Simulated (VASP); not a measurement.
Write the native input for VASP 6.6.1 that does the following.

* Task: single point
* Functional: PBE
* Potentials or basis: VASP PAW PBE potentials, release 64 (As)
* Cutoff: 520 eV
* k mesh: 4 × 4 × 2
* Occupations: gaussian, width 0.1 eV
* Spin: no spin polarisation
* Dipole correction: no
* Further INCAR settings: ALGO = Normal; EDIFF = 1e-07; NBANDS = 30

The structure of As lies in POSCAR:

```
As
1.0
   -2.9118092386      2.8792926330      2.8986504072
    2.9104407691     -2.8876075069      2.9063441660
    5.8206871365      5.7672304271     -0.0099934700
As
8
Direct
    0.0329715775      0.0377717724      0.0358476204
    0.5326647598      0.5373037301      0.5357340279
    0.2873321303      0.7836699120      0.2136344061
    0.7870269847      0.2832865849      0.7137317002
    0.7513797578      0.1785618596      0.2493452763
    0.2511089745      0.6782053168      0.7491953904
    0.4288988153      0.5007966212      1.0012111015
    0.9286169999      0.0004042029      0.5013004773
```

One way to write it, as run:

INCAR

```
ALGO = Normal
EDIFF = 1E-7
ENCUT = 520
GGA = PE
ISIF = 2
ISMEAR = 0
LASPH = T
LCHARG = F
LREAL = F
LWAVE = F
NBANDS = 30
NELM = 60
PREC = Accurate
SIGMA = 0.1
```

KPOINTS

```
k-points
0
Gamma
  4 4 2
```

Potentials or basis: VASP PAW PBE potentials, release 64 (As).

Run with:

```bash
$ cat potpaw_PBE.64/As/POTCAR > POTCAR
$ mpirun -np 1 vasp_std > vasp.out
```

Results of the run:

* Pressure: 0.2 GPa
* Largest force: 0.055 eV/Å
* Band gap on the k mesh: 1.09 eV

Run time: 59 s on 1 thread of AMD EPYC 9R45 96-Core Processor (Zen 5), with other jobs on the host, peak memory 0.3 GiB.
